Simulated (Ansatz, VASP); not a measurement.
Two plane-wave programs on La

Contents of INCAR:

```
SYSTEM = La
PREC = Accurate
ENCUT = 520
EDIFF = 1E-7
ISMEAR = -1
SIGMA = 0.08
LREAL = .False.
LASPH = .True.
NELM = 100
ALGO = Normal
ISIF = 2
LWAVE = .False.
LCHARG = .False.
GGA = PE
NBANDS = 12
```

KPOINTS

```
Automatic mesh
0
Gamma
  12 12 11
  0 0 0
```

File POSCAR:

```
La
1.0
    2.8316619256      0.0000000000      0.0000000000
   -1.4158309628      2.4522911625      0.0000000000
    0.0000000000      0.0000000000      2.6603724714
La
1
Direct
    0.0000000000      0.0000000000      0.0000000000
```

Input for Ansatz:

```yaml
crystal:
  lattice:
    - [2.8316619256, 0.0, 0.0]
    - [-1.4158309628, 2.4522911625, 0.0]
    - [0.0, 0.0, 2.6603724714]
  atoms:
    - { symbol: La, position: [0.0, 0.0, 0.0] }
kpoints:
  mp_grid: { grid: [12, 12, 11] }
scf:
  occupations: { method: fermi_dirac, width: 0.08 }
hamiltonian:
  xc: pbe
  pseudopotentials: { kind: paw }
output:
  forces: true
  stress: true
  eigenvalues: true
  populations: true
```

Change from the starting cell: volume scaled by 0.5, PAW files.

Alike in both runs: task single point; functional PBE; k mesh 12 × 12 × 11; occupations fermi-dirac, width 0.08 eV; no spin polarisation.

|  | VASP | Ansatz |
| --- | --- | --- |
| version | VASP 6.6.1 | Ansatz 0.2.0 |
| potentials or method | VASP PAW PBE potentials, release 64 (La) | PAW with Ansatz's default frozen-core files, scalar-relativistic |
| plane-wave cutoff (eV) | 520 | 420 |
| valence electrons in the cell | 11 | 11 |

```tsv
	VASP	Ansatz	Ansatz less VASP
pressure (GPa)	66.4	66.5	+0.03
traceless stress, the component that is largest in VASP (GPa)	0.17	0.20	+0.029
```

Both programs put the cell under a high pressure, so it lies far from rest at this level.

Spin-orbit coupling is off throughout. Noted on VASP's run: the cell as given lies far from equilibrium.
